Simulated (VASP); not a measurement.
# CaSe in VASP: notebook

The runs below take CaSe through single point, with PBEsol.

Program: VASP 6.6.1. These are calculated values, not measurements. Logs are shortened: lines on timing, memory, paths and dates and some standing lists are left out, and cuts for length are marked.

### 1 The cell of the first run

It takes space group I4/mmm (No. 139, tetragonal). Conventional cell: a = 4.150 Å, b = 4.150 Å, c = 5.840 Å, α = 90.00°, β = 90.00°, γ = 90.00°. Ca (site symmetry 4/mmm) has 6 Se at 2.92 to 2.93 Å within 3.8 Å. Se (site symmetry 4/mmm) has 6 Ca at 2.92 to 2.93 Å within 3.8 Å.

### 2 Single point, PBEsol (z stretched by -0.5 %, x and y held)

INCAR

```
PREC = Accurate
ENCUT = 520
EDIFF = 1E-6
ISMEAR = 0
SIGMA = 0.01
LREAL = F
LASPH = T
NELM = 100
ALGO = Normal
ISIF = 2
LWAVE = F
LCHARG = F
GGA = PS
NBANDS = 15
```

KPOINTS

```
regular mesh
0
Gamma
  6 6 6
```

POSCAR

```
CaSe
1.0
    0.0000000000      2.9344539877      2.9197817177
    2.9344539877      0.0000000000      2.9197817177
    2.9344539877      2.9344539877      0.0000000000
Ca Se
1 1
Direct
    0.0000000000      0.0000000000      0.0000000000
    0.5000000000      0.5000000000      0.5000000000
```

Potentials or basis: VASP PAW PBE potentials, release 64 (Ca_sv, Se).

Started as:

```console
cat potpaw_PBE.64/Ca_sv/POTCAR potpaw_PBE.64/Se/POTCAR > POTCAR
mpirun -np 1 vasp_std > vasp.out
```

OUTCAR:

```text
PREC = Accurate
   ENCUT = 520
   EDIFF = 1E-6
   ISMEAR = 0
   LREAL = F
   LASPH = T
   NELM = 100
   ISIF = 2
   GGA = PS

 ion  position               nearest neighbor table
   1  0.000  0.000  0.000-   2 2.92   2 2.92   2 2.93   2 2.93   2 2.93   2 2.93
   2  0.500  0.500  0.500-   1 2.92   1 2.92   1 2.93   1 2.93   1 2.93   1 2.93

  LATTYP: Found a body centered tetragonal cell.
 ALAT       =     4.1499446276
 C/A-ratio  =     1.4071424945

  Lattice vectors:

 A1 = (   0.0000000000,  -2.9344539877,  -2.9197817177)
 A2 = (   0.0000000000,   2.9344539877,  -2.9197817177)
 A3 = (   2.9344539877,   0.0000000000,   2.9197817177)

Analysis of symmetry for initial positions (statically):
=====================================================================
 Subroutine PRICEL returns:
 Original cell was already a primitive cell.

 Routine SETGRP: Setting up the symmetry group for a
 body centered tetragonal supercell.

 Subroutine GETGRP returns: Found 16 space group operations
 (whereof 16 operations were pure point group operations)
 out of a pool of 16 trial point group operations.

The static configuration has the point symmetry D_4h.

Analysis of symmetry for dynamics (positions and initial velocities):
=====================================================================
 Subroutine PRICEL returns:
 Original cell was already a primitive cell.

 Routine SETGRP: Setting up the symmetry group for a
 body centered tetragonal supercell.

 Subroutine GETGRP returns: Found 16 space group operations
 (whereof 16 operations were pure point group operations)
 out of a pool of 16 trial point group operations.

The dynamic configuration has the point symmetry D_4h.

 Subroutine INISYM returns: Found 16 space group operations
 (whereof 16 operations are pure point group operations),
 and found     1 'primitive' translations

----------------------------------------------------------------------------------------

                                     Primitive cell

  volume of cell :      50.2846

  direct lattice vectors                    reciprocal lattice vectors
     0.000000000  2.934453988  2.919781718    -0.170389450  0.170389450  0.171245678
     2.934453988  0.000000000  2.919781718     0.170389450 -0.170389450  0.171245678
     2.934453988  2.934453988  0.000000000     0.170389450  0.170389450 -0.171245678

  length of vectors
     4.139582767  4.139582767  4.149944628     0.295618354  0.295618354  0.295618354

  position of ions in fractional coordinates (direct lattice)
     0.000000000  0.000000000  0.000000000
     0.500000000  0.500000000  0.500000000

  ion indices of the primitive-cell ions
   primitive index   ion index
                 1           1
                 2           2

----------------------------------------------------------------------------------------

 KPOINTS: regular mesh

Automatic generation of k-mesh.
 Grid dimensions read from file:
 generate k-points for:    6    6    6

 Generating k-lattice:

  Cartesian coordinates                     Fractional coordinates (reciprocal lattice)
    -0.028398242  0.028398242  0.028540946     0.166666667 -0.000000000  0.000000000
     0.028398242 -0.028398242  0.028540946    -0.000000000  0.166666667  0.000000000
     0.028398242  0.028398242 -0.028540946     0.000000000  0.000000000  0.166666667

  Length of vectors
     0.049269726  0.049269726  0.049269726

  Shift w.r.t. Gamma in fractional coordinates (k-lattice)
     0.000000000  0.000000000  0.000000000

 Subroutine IBZKPT returns following result:
 ===========================================

 Found     30 irreducible k-points:

 Following reciprocal coordinates:
            Coordinates               Weight
  0.000000  0.000000  0.000000      1.000000
  0.166667  0.000000  0.000000      8.000000
  0.333333  0.000000  0.000000      8.000000
  0.500000  0.000000  0.000000      4.000000
  0.166667  0.166667  0.000000      2.000000
  0.333333  0.166667  0.000000      8.000000
[... 16 lines left out ...]
  0.333333  0.000000  0.333333      4.000000
  0.500000  0.000000  0.333333     16.000000
 [... further k-points ...]
   k-points           NKPTS =     30   k-points in BZ     NKDIM =     30   number of bands    NBANDS=     15
   number of dos      NEDOS =    301   number of ions     NIONS =      2
   total plane-waves  NPLWV =  32768
   dimension x,y,z NGX =    32 NGY =   32 NGZ =   32
   dimension x,y,z NGXF=    64 NGYF=   64 NGZF=   64
   ions per type =               1   1
   NGX,Y,Z   is equivalent  to a cutoff of  12.85, 12.85, 12.82 a.u.
   NGXF,Y,Z  is equivalent  to a cutoff of  25.70, 25.70, 25.64 a.u.
 SYSTEM =  unknown system
   PREC   = accura    normal or accurate (medium, high low for compatibility)
   ISTART =      0    job   : 0-new  1-cont  2-samecut
   ICHARG =      2    charge: 1-file 2-atom 10-const
   ISPIN  =      1    spin polarized calculation?
   LNONCOLLINEAR =      F non collinear calculations
   LSORBIT =      F    spin-orbit coupling
   LASPH  =      T    aspherical Exc in radial PAW
   ENCUT  =  520.0 eV  38.22 Ry    6.18 a.u.   7.70  7.70  7.72*2*pi/ulx,y,z
   NELM   =    100;   NELMIN=  2; NELMDL= -5     # of ELM steps
   EDIFF  = 0.1E-05   stopping-criterion for ELM
   LREAL  =      F    real-space projection
   EDIFFG = 0.1E-04   stopping-criterion for IOM
   NSW    =      0    number of steps for IOM
   IBRION =     -1    ionic relax: 0-MD 1-quasi-New 2-CG
   NFREE  =      0    steps in history (QN), initial steepest desc. (CG)
   ISIF   =      2    stress and relaxation
   ISYM   =      2    0-nonsym 1-usesym 2-fastsym
   POTIM  = 0.5000    time-step for ionic-motion
   TEBEG  =    0.0;   TEEND  =   0.0 temperature during run
   PSTRESS=    0.0 pullay stress
   NELECT =      16.0000    total number of electrons
   NUPDOWN=      -1.0000    fix difference up-down
   EMIN   =  10.00;   EMAX   =-10.00  energy-range for DOS
   EFERMI =   0.00;   METHOD = LEGACY
   ISMEAR =     0;   SIGMA  =   0.01  broadening in eV -4-tet -1-fermi 0-gaus
   EFERMI_NEDOS =   21; number of points for ismear=-14 and -15
   IALGO  =     38    algorithm
   IMIX   =      4    mixing-type and parameters
     AMIX     =   0.40;   BMIX     =  1.00
     AMIX_MAG =   1.60;   BMIX_MAG =  1.00
  volume/ion in A,a.u.               =      25.14       169.67
  Fermi-wavevector in a.u.,A,eV,Ry     =   1.117643  2.112039 16.995394  1.249126
  Thomas-Fermi vector in A             =   2.254268
   LORBIT       =      0    0 simple, 1 ext, 2 COOP (PROOUT), +10 PAW based schemes
   GGA     = PS    functional components
   LHFCALC =     F    Hartree Fock is set to
   AEXX    =    0.0000 exact exchange contribution
   IVDW    =     0    specifies the selected vdW correction
   LEPSILON=     F    determine dielectric tensor
   LRPA    =     F    only Hartree local field effects (RPA)
 non-spin polarized calculation
 Gauss-broadening in eV      SIGMA  =   0.01
  energy-cutoff  :      520.00
  volume of cell :       50.28
 maximum number of plane-waves:      1371
   NGX = 15   NGY = 15   NGZ = 15

 number of electron      16.0000002 magnetization

 Free energy of the ion-electron system (eV)
  ---------------------------------------------------
  ext. energy  EPLUGINS =         0.00000000
  ---------------------------------------------------
  free energy    TOTEN  =       -10.07210692 eV

  energy without entropy =      -10.07210692  energy(sigma->0) =      -10.07210692

 E-fermi :   2.6078     XC(G=0):  -9.4490

 val. band max:        2.5470198199   @ k =   0.0000   0.0000   0.0000
 cond. band min:       4.3950837475   @ k =   0.5000   0.5000   0.0000
 fundamental gap:      1.8480639276
 Fermi energy:         2.6078448380

 k-point     1 :       0.0000    0.0000    0.0000
  band No.  band energies     occupation
      1     -36.9123      2.00000
      2     -17.9929      2.00000
      3     -17.9929      2.00000
      4     -17.9923      2.00000
      5      -9.3823      2.00000
      6       2.5435      2.00000
      7       2.5435      2.00000
      8       2.5470      2.00000
      9       5.8799      0.00000
     10       6.1658      0.00000
     11       6.1658      0.00000
     12       6.2005      0.00000
     13       6.7988      0.00000
     14       6.8187      0.00000
     15      12.1179      0.00000

 k-point     2 :       0.1667    0.0000    0.0000
  band No.  band energies     occupation
      1     -36.9103      2.00000
      2     -18.0278      2.00000
      3     -17.9953      2.00000
      4     -17.9946      2.00000
      5      -9.2070      2.00000
      6       1.2945      2.00000
      7       2.1233      2.00000
      8       2.1263      2.00000
      9       6.1046      0.00000
     10       6.5461      0.00000
     11       6.5630      0.00000
     12       7.3887      0.00000
     13       7.5347      0.00000
     14       7.5638      0.00000
     15      12.3700      0.00000

 k-point     3 :       0.3333    0.0000    0.0000
  band No.  band energies     occupation
      1     -36.9061      2.00000
      2     -18.0963      2.00000
      3     -18.0001      2.00000
      4     -17.9989      2.00000
      5      -8.8263      2.00000
      6      -0.2723      2.00000
      7       1.5109      2.00000
      8       1.5138      2.00000
      9       6.4073      0.00000
     10       7.4227      0.00000
     11       7.4281      0.00000
     12       8.7000      0.00000
     13       9.0611      0.00000
     14       9.0930      0.00000
     15      12.1032      0.00000
[... 343 lines left out ...]
 k-point    23 :       0.3333    0.0000    0.3333
  band No.  band energies     occupation
      1     -36.9041      2.00000
      2     -18.0726      2.00000
      3     -18.0217      2.00000
      4     -18.0213      2.00000
      5      -8.8538      2.00000
      6      -0.0316      2.00000
      7       1.7121      2.00000
      8       1.7201      2.00000
      9       4.7358      0.00000
     10       7.3900      0.00000
     11       7.4843      0.00000
     12       8.4432      0.00000
     13       8.4456      0.00000
     14       9.7737      0.00000
     15      12.0220      0.00000

 k-point    24 :       0.5000    0.0000    0.3333
  band No.  band energies     occupation
      1     -36.9021      2.00000
      2     -18.0847      2.00000
      3     -18.0397      2.00000
      4     -18.0238      2.00000
      5      -8.7289      2.00000
      6      -0.0643      2.00000
      7       0.9996      2.00000
      8       1.4927      2.00000
      9       5.1728      0.00000
     10       8.0020      0.00000
     11       8.3759      0.00000
     12       8.4874      0.00000
     13       8.5298      0.00000
     14       8.8098      0.00000
     15      11.8342      0.00000

 [... further k-points ...]

------------------------ aborting loop because EDIFF is reached ----------------------------------------

  FORCE on cell =-STRESS in cart. coord.  units (eV):
  Direction    XX          YY          ZZ          XY          YZ          ZX
  --------------------------------------------------------------------------------------
  -------------------------------------------------------------------------------------
  Total        0.0961764      0.0961764      0.2607570      0.0000000      0.0000000      0.0000000
  in kB        3.0643913      3.0643913      8.3082885      0.0000000      0.0000000      0.0000000
  external PRESSURE =       4.8123570 kB  Pullay stress =       0.0000000 kB

 VOLUME and BASIS-vectors are now :
 -----------------------------------------------------------------------------
  energy-cutoff  :      520.00
  volume of cell :       50.28
      direct lattice vectors                 reciprocal lattice vectors
     0.000000000  2.934453988  2.919781718    -0.170389450  0.170389450  0.171245678
     2.934453988  0.000000000  2.919781718     0.170389450 -0.170389450  0.171245678
     2.934453988  2.934453988  0.000000000     0.170389450  0.170389450 -0.171245678

 POSITION                                       TOTAL-FORCE (eV/Angst)
 -----------------------------------------------------------------------------------
      0.00000      0.00000      0.00000        -0.000000      0.000000      0.000000
      2.93445      2.93445      2.91978         0.000000     -0.000000      0.000000
 -----------------------------------------------------------------------------------
    total drift:                                0.000000     -0.000000     -0.000000

  FREE ENERGIE OF THE ION-ELECTRON SYSTEM (eV)
  ---------------------------------------------------
  free  energy   TOTEN  =       -10.0721069196 eV

  energy  without entropy=      -10.0721069196  energy(sigma->0) =      -10.07210692
```

It took 19 s on 1 thread of Intel Xeon Platinum 8259CL at 2.50GHz (Skylake/Cascade Lake), shared host; peak memory 0.18 GiB.

What came out:

```
Free energy            : -10.0721 eV
Pressure               : 0.5 GPa
Band gap on the k mesh : 1.85 eV, indirect (least direct gap 2.82 eV)
```

Caveat: the cell differs from its parent crystal (z stretched by -0.5 %, x and y held); the PAW data sets were made with another functional, which shifts forces and pressure a little.

(Continued in part 2 of 2.)
